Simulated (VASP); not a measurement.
# SrO (Fm-3m) in VASP: a series of runs, part 2 of 2

VASP 6.6.1.

**3. Single point, PBE+D3(BJ) (17.06 Å³/atom)**

This run uses another cell than the first one, of 17.06 Å³/atom.

INCAR

```
SYSTEM = SrO
PREC = Accurate ; ENCUT = 600
EDIFF = 1E-6 ; ISMEAR = 0
SIGMA = 0.05 ; LREAL = .FALSE.
LASPH = .TRUE. ; NELM = 120
ALGO = Normal ; ISIF = 2
LWAVE = .FALSE. ; LCHARG = .FALSE.
GGA = PE ; IVDW = 12
NBANDS = 15 ; GGA_COMPAT = .FALSE.
```

KPOINTS

```
regular mesh
0
G
  8 8 8
  0 0 0
```

POSCAR

```
SrO
1.0
    0.0000000000      2.5743516299      2.5743516299
    2.5743516299      0.0000000000      2.5743516299
    2.5743516299      2.5743516299      0.0000000000
Sr O
1 1
Direct
    0.5000000000      0.5000000000      0.5000000000
    0.0000000000      0.0000000000      0.0000000000
```

Potentials or basis: VASP PAW PBE potentials, release 64 (Sr_sv, O).

Started as:

```bash
$ cat potpaw_PBE.64/Sr_sv/POTCAR potpaw_PBE.64/O/POTCAR > POTCAR
$ mpirun -np 1 vasp_std > vasp.out
```

OUTCAR:

```text
SYSTEM = SrO
   PREC = Accurate
   ENCUT = 600
   EDIFF = 1E-6
   ISMEAR = 0
   LREAL = .FALSE.
   LASPH = .TRUE.
   NELM = 120
   ISIF = 2
   GGA = PE
   IVDW = 12
 IVDW          = 12

 ion  position               nearest neighbor table
   1  0.500  0.500  0.500-   2 2.57   2 2.57   2 2.57   2 2.57   2 2.57   2 2.57
   2  0.000  0.000  0.000-   1 2.57   1 2.57   1 2.57   1 2.57   1 2.57   1 2.57

  LATTYP: Found a face centered cubic cell.
 ALAT       =     5.1487032598

  Lattice vectors:

 A1 = (   0.0000000000,   2.5743516299,   2.5743516299)
 A2 = (   2.5743516299,   0.0000000000,   2.5743516299)
 A3 = (   2.5743516299,   2.5743516299,   0.0000000000)

Analysis of symmetry for initial positions (statically):
=====================================================================
 Subroutine PRICEL returns:
 Original cell was already a primitive cell.

 Routine SETGRP: Setting up the symmetry group for a
 face centered cubic supercell.

 Subroutine GETGRP returns: Found 48 space group operations
 (whereof 48 operations were pure point group operations)
 out of a pool of 48 trial point group operations.

The static configuration has the point symmetry O_h .

Analysis of symmetry for dynamics (positions and initial velocities):
=====================================================================
 Subroutine PRICEL returns:
 Original cell was already a primitive cell.

 Routine SETGRP: Setting up the symmetry group for a
 face centered cubic supercell.

 Subroutine GETGRP returns: Found 48 space group operations
 (whereof 48 operations were pure point group operations)
 out of a pool of 48 trial point group operations.

The dynamic configuration has the point symmetry O_h .

 Subroutine INISYM returns: Found 48 space group operations
 (whereof 48 operations are pure point group operations),
 and found     1 'primitive' translations

----------------------------------------------------------------------------------------

                                     Primitive cell

  volume of cell :      34.1219

  direct lattice vectors                    reciprocal lattice vectors
[... 121 lines left out ...]
  volume of cell :       34.12
 maximum number of plane-waves:      1158
 NGX is ok and might be reduce to    30
   NGX = 15   NGY = 15   NGZ = 15

 number of electron      15.9999997 magnetization

 Free energy of the ion-electron system (eV)
  ---------------------------------------------------
  ext. energy  EPLUGINS =         0.00000000
  ---------------------------------------------------
  free energy    TOTEN  =       -12.04577101 eV

  energy without entropy =      -12.04577101  energy(sigma->0) =      -12.04577101

 E-fermi :   1.8449     XC(G=0): -10.0078

 val. band max:        1.6436446391   @ k =   0.0000   0.0000   0.0000
 cond. band min:       4.9118269386   @ k =   0.5000   0.5000   0.0000
 fundamental gap:      3.2681822995
 Fermi energy:         1.8448508843

 k-point     1 :       0.0000    0.0000    0.0000
  band No.  band energies     occupation
      1     -30.7582      2.00000
      2     -13.4416      2.00000
      3     -12.4001      2.00000
      4     -12.4001      2.00000
      5     -12.4001      2.00000
      6       1.6436      2.00000
      7       1.6436      2.00000
      8       1.6436      2.00000
      9       5.5997      0.00000
     10       7.8467      0.00000
     11       7.8467      0.00000
     12       7.8467      0.00000
     13      10.0051      0.00000
     14      10.0051      0.00000
[... 401 lines left out ...]
      2     -14.6391      2.00000
      3     -12.7825      2.00000
      4     -12.6257      2.00000
      5     -11.5661      2.00000
      6       0.0745      2.00000
      7       0.7831      2.00000
      8       0.8591      2.00000
      9       7.9977      0.00000
     10       8.3618      0.00000
     11      10.9154      0.00000
     12      11.1116      0.00000
     13      13.1961      0.00000
     14      14.5269      0.00000
     15      14.9489      0.00000

 [... further k-points ...]

------------------------ aborting loop because EDIFF is reached ----------------------------------------

 Edisp (eV)   -0.48951

 E8    (eV) :    -0.2386

  FORCE on cell =-STRESS in cart. coord.  units (eV):
  Direction    XX          YY          ZZ          XY          YZ          ZX
  --------------------------------------------------------------------------------------
  -------------------------------------------------------------------------------------
  Total       0.10950     0.10950     0.10950    -0.00000     0.00000    -0.00000
  in kB       5.14173     5.14173     5.14173    -0.00000     0.00000    -0.00000
  external pressure =        5.14 kB  Pullay stress =        0.00 kB

 VOLUME and BASIS-vectors are now :
 -----------------------------------------------------------------------------
  energy-cutoff  :      600.00
  volume of cell :       34.12
      direct lattice vectors                 reciprocal lattice vectors
     0.000000000  2.574351630  2.574351630    -0.194223662  0.194223662  0.194223662
     2.574351630  0.000000000  2.574351630     0.194223662 -0.194223662  0.194223662
     2.574351630  2.574351630  0.000000000     0.194223662  0.194223662 -0.194223662

 POSITION                                       TOTAL-FORCE (eV/Angst)
 -----------------------------------------------------------------------------------
      2.57435      2.57435      2.57435         0.000000     -0.000000     -0.000000
      0.00000      0.00000      0.00000        -0.000000      0.000000      0.000000
 -----------------------------------------------------------------------------------
    total drift:                               -0.000000      0.000000      0.000000

  FREE ENERGIE OF THE ION-ELECTRON SYSTEM (eV)
  ---------------------------------------------------
  free  energy   TOTEN  =       -12.5352778663 eV

  energy  without entropy=      -12.5352778663  energy(sigma->0) =      -12.53527787
```

OSZICAR:

```text
N       E                     dE             d eps       ncg     rms          rms(c)
DAV:   1     0.712168975821E+02    0.71217E+02   -0.84793E+03   870   0.112E+03
DAV:   2    -0.101440769615E+02   -0.81361E+02   -0.73208E+02  1210   0.231E+02
DAV:   3    -0.141590010349E+02   -0.40149E+01   -0.39908E+01  1291   0.436E+01
DAV:   4    -0.142464090131E+02   -0.87408E-01   -0.87398E-01  1075   0.465E+00
DAV:   5    -0.142468697201E+02   -0.46071E-03   -0.46071E-03  1115   0.336E-01    0.163E+01
DAV:   6    -0.121959277613E+02    0.20509E+01   -0.66726E+00   891   0.195E+01    0.193E+01
DAV:   7    -0.120550505373E+02    0.14088E+00   -0.29715E-01  1010   0.487E+00    0.112E+01
DAV:   8    -0.120437687084E+02    0.11282E-01   -0.11967E-01  1094   0.346E+00    0.439E-01
DAV:   9    -0.120451502459E+02   -0.13815E-02   -0.58119E-03  1113   0.487E-01    0.235E-01
DAV:  10    -0.120456083716E+02   -0.45813E-03   -0.45031E-04   961   0.200E-01    0.857E-02
DAV:  11    -0.120457525122E+02   -0.14414E-03   -0.14234E-04   912   0.893E-02    0.273E-02
DAV:  12    -0.120457709185E+02   -0.18406E-04   -0.28239E-05   919   0.394E-02    0.227E-02
DAV:  13    -0.120457710119E+02   -0.93406E-07   -0.15002E-06   928   0.108E-02
   1 F= -.12535278E+02 E0= -.12535278E+02  d E =-.153271E-10
```

stdout:

```text
POSCAR found type information on POSCAR SrO
 POSCAR found :  2 types and       2 ions
 scaLAPACK will be used
 LDA part: xc-table for (Slater+PW92), standard interpolation
 POSCAR, INCAR and KPOINTS ok, starting setup
 FFT: planning ... GRIDC
 FFT: planning ... GRID_SOFT
 FFT: planning ... GRID
 WAVECAR not read
 entering main loop
```

It took 43 s on 1 thread of AMD EPYC 7R13, shared host; peak memory 0.16 GiB.

What came out:

* Free energy: -12.5353 eV
* Pressure: 0.5 GPa
* Band gap on the k mesh: 3.27 eV (least direct gap 3.36 eV)
* Dispersion energy per atom: -0.245 eV

Levels at points of the mesh, in eV from the valence-band top:
```csv
k point,band 6,band 7,band 8,band 9,band 10,band 11
"(0.00, 0.00, 0.00)",0.00,0.00,0.00,3.96,6.20,6.20
"(0.50, 0.00, 0.00)",-2.16,-1.13,-1.13,6.54,8.43,8.83
"(0.50, 0.50, 0.00)",-0.44,-0.09,-0.09,3.27,7.77,10.15
```

Caveat: three body term missing. A k mesh can miss the band edges.

**4. Single point, BLYP+D3(BJ) (17.04 Å³/atom)**

This run uses another cell than the first one, of 17.04 Å³/atom.

INCAR

```
  AGGAC = 1.0
  AGGAX = 1.0
  ALDAC = 0.0
  ALDAX = 1.0
  ALGO = Normal
  EDIFF = 1E-6
  ENCUT = 600
  GGA = B5
  GGA_COMPAT = F
  ISIF = 2
  ISMEAR = 0
  IVDW = 12
  LASPH = T
  LCHARG = F
  LREAL = F
  LWAVE = F
  NBANDS = 15
  NELM = 120
  PREC = Accurate
  SIGMA = 0.05
  VDW_A1 = 0.4298
  VDW_A2 = 4.2359
  VDW_S6 = 1.0
  VDW_S8 = 2.6996
```

KPOINTS

```
k-points
0
Gamma
  8 8 8
```

POSCAR

```
SrO
1.0
    0.0000000000      2.5732203067      2.5732203067
    2.5732203067      0.0000000000      2.5732203067
    2.5732203067      2.5732203067      0.0000000000
Sr O
1 1
Direct
    0.5000000000      0.5000000000      0.5000000000
    0.0000000000      0.0000000000      0.0000000000
```

Started as:

```bash
$ cat potpaw_PBE.64/Sr_sv/POTCAR potpaw_PBE.64/O/POTCAR > POTCAR
$ mpirun -np 1 vasp_std > vasp.out
```

Wall time 68 s (1 thread of AMD EPYC 7R13, shared host); peak memory 0.16 GiB.

Results (log left out):

```
Free energy                : -12.6317 eV
Pressure                   : 0.3 GPa
Band gap on the k mesh     : 3.40 eV (least direct gap 3.48 eV)
Dispersion energy per atom : -0.585 eV
```

Levels at points of the mesh, in eV from the valence-band top:
```tsv
k point	band 6	band 7	band 8	band 9	band 10	band 11
(0.00, 0.00, 0.00)	0.00	0.00	0.00	4.21	6.21	6.21
(0.50, 0.00, 0.00)	-2.11	-1.12	-1.12	6.63	8.75	8.79
(0.50, 0.50, 0.00)	-0.41	-0.08	-0.08	3.40	7.82	10.11
```

Caveat: the PAW data sets were made with another functional, which shifts forces and pressure a little. A k mesh can miss the band edges.

**5. The runs side by side**

```csv
level,cell,gap on the mesh (eV),pressure (GPa)
PBE,"a = 3.634 Å, angles 60.0°, 2 atoms",3.27,3.4
PBE+D3(BJ),"a = 3.641 Å, angles 60.0°, 2 atoms",3.27,0.5
BLYP+D3(BJ),"a = 3.639 Å, angles 60.0°, 2 atoms",3.40,0.3
```

Alike in all rows: task single point; potentials or basis VASP PAW PBE potentials, release 64 (Sr_sv, O); no spin polarisation; k mesh 8 × 8 × 8; cutoff (eV) 600; smearing gaussian 0.05 eV.

Caveats: the cell stands under pressure (at least some runs); three body term missing (at least some runs); the PAW data sets were made with another functional, which shifts forces and pressure a little (at least some runs).

Total energies depend on the potentials used, so only differences within one code and one set of settings carry meaning.
